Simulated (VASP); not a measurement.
A run of VASP 6.6.1:

Contents of INCAR:

```
SYSTEM = TiC
  PREC = Accurate
  ENCUT = 520
  EDIFF = 1E-6
  ISMEAR = -1
  SIGMA = 0.15
  LREAL = .False.
  LASPH = .True.
  NELM = 80
  ALGO = Normal
  ISIF = 2
  LWAVE = .False.
  LCHARG = .False.
  GGA = PE
  NBANDS = 15
```

KPOINTS

```
Automatic mesh
0
Gamma
  7 7 7
  0 0 0
```

POSCAR

```
TiC
1.0
    3.0537110000      0.0000000000      0.0000000000
    1.5268555000      2.6445913018      0.0000000000
    1.5268555000      0.8815304339      2.4933445906
Ti C
1 1
Direct
    0.0000000000      0.0000000000      0.0000000000
    0.5000000000      0.5000000000      0.5000000000
```

Potentials or basis: VASP PAW PBE potentials, release 64 (Ti_sv, C).

Command:

```console
$ cat potpaw_PBE.64/Ti_sv/POTCAR potpaw_PBE.64/C/POTCAR > POTCAR
$ mpirun -np 1 vasp_std > vasp.out
```

Hardware: 1 thread of AMD EPYC 7R13 (shared host).

How long does it take, and how much memory?

It took 16 s on 1 thread of AMD EPYC 7R13, on a shared host, peak memory 0.11 GiB. Counts: scf iterations 14, k points 20.
